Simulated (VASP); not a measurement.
Runs of VASP 6.6.1 on Rh. The structure is that of space group Fm-3m (No. 225), or close to it. The cells are those of the table. 

```csv
task,cell,cutoff (eV),gap on the mesh (eV),pressure (GPa)
single point,"a = 2.697 Å, angles 60.0°, 1 atom",520,none,-1.9
relaxation of cell and atoms,"relaxed to 15 GPa from a = 2.644 Å, angles 60.0°, 1 atom",600,none,15.0
single point,"a = 2.645 Å, angles 60.0°, 1 atom",520,none,16.5
single point,"a = 2.687 Å, angles 60.0°, 1 atom",520,none,(a)
single point,"a = 2.663 Å, angles 60.0°, 1 atom",520,none,9.4
```

Alike in all rows: level r2SCAN; potentials or basis VASP PAW PBE potentials, release 64 (Rh_pv); no spin polarisation; k mesh 18 × 18 × 18; smearing gaussian 0.1 eV.

Q: Estimate the missing entries.

A: (a) 1.2.

Caveats: the PAW data sets were made with another functional, which shifts forces and pressure a little; an empty level that is flat over the whole mesh can mark a ghost state of the potentials, or a narrow d or f band (at least some runs); the cell stands under pressure (at least some runs); the cell is relaxed towards a set pressure, so the run minimises the enthalpy, not the energy (at least some runs).

A k mesh can miss the band edges, and the runs leave out spin-orbit coupling on Rh.

A gap of «none» marks levels without a gap at the run's occupations.
